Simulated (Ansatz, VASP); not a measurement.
Given: the input of a run of VASP 6.6.1 on Ge.

Contents of POSCAR:

```
Ge
1.0
   -1.6295858483      1.6295858483      1.8978299320
    1.6295858483     -1.6295858483      1.8978299320
    1.6295858483      1.6295858483     -1.8978299320
Ge
1
Direct
    0.5000000000      0.5000000000      0.0000000000
```

INCAR.step1

```
SYSTEM = Ge
PREC = Accurate
ENCUT = 520
EDIFF = 1E-5
ISMEAR = -1
SIGMA = 0.05
LREAL = .FALSE.
LASPH = .TRUE.
NELM = 80
ALGO = Normal
ISIF = 2
LWAVE = .TRUE.
LCHARG = .FALSE.
GGA = PE
NBANDS = 13
```

The input INCAR.step2:

```
SYSTEM = Ge
PREC = Accurate
ENCUT = 520
EDIFF = 1E-7
ISMEAR = -1
SIGMA = 0.05
LREAL = .FALSE.
LASPH = .TRUE.
NELM = 80
ALGO = Normal
ISIF = 2
LWAVE = .FALSE.
LCHARG = .FALSE.
METAGGA = R2SCAN
LHFCALC = .TRUE.
AEXX = 0.25
LMIXTAU = .TRUE.
PRECFOCK = Normal
ISTART = 1
NBANDS = 13
```

The input KPOINTS:

```
Automatic mesh
0
G
  6 6 6
  0 0 0
```

Potentials or basis: VASP PAW PBE potentials, release 64 (Ge_d).

Command:

```sh
$ cat potpaw_PBE.64/Ge_d/POTCAR > POTCAR
$ cp INCAR.step1 INCAR
$ mpirun -np 1 vasp_std > vasp.out
$ cp INCAR.step2 INCAR
$ mpirun -np 1 vasp_std > vasp.out
```

**Question.** Translate it to Ansatz 0.2.0. Potentials there: Ansatz PAW.

**Answer.** As run (the cutoff follows the program's own potentials):

Contents of input.yaml:

```yaml
crystal:
  lattice:
    - [-1.6295858483, 1.6295858483, 1.897829932]
    - [1.6295858483, -1.6295858483, 1.897829932]
    - [1.6295858483, 1.6295858483, -1.897829932]
  atoms:
    - { symbol: Ge, position: [0.5, 0.5, 0.0] }
hamiltonian:
  xc: r2scan0
  pseudopotentials: { kind: paw }
kpoints:
  mp_grid: { grid: [6, 6, 6] }
scf:
  occupations: { method: fermi_dirac, width: 0.05 }
output:
  forces: true
  stress: true
  eigenvalues: true
```

Potentials or basis: Ansatz PAW.

Run with:

```console
$ ansatz run input.yaml --threads 2 --pin off --max-ram 5632MiB --backend cpu --events-out ev --progress --plain --runs-dir out
```

Both were run:

|  | VASP | Ansatz | Ansatz less VASP |
| --- | --- | --- | --- |
| gap on the k mesh at the Fermi level (eV) | none | none | - |
| pressure (GPa) | -5.1 | -4.9 | +0.18 |
| traceless stress, the component that is largest in VASP (GPa) | -6.74 | -6.75 | -0.012 |

VASP's potentials were made for PBE, not for r2SCAN0. A gap of «none» marks a metal or a gap that the smearing closes. With one functional, cell and mesh, what is left measures potentials, basis and numerics.

The k mesh is coarse, so the values compare programs but aren't converged.
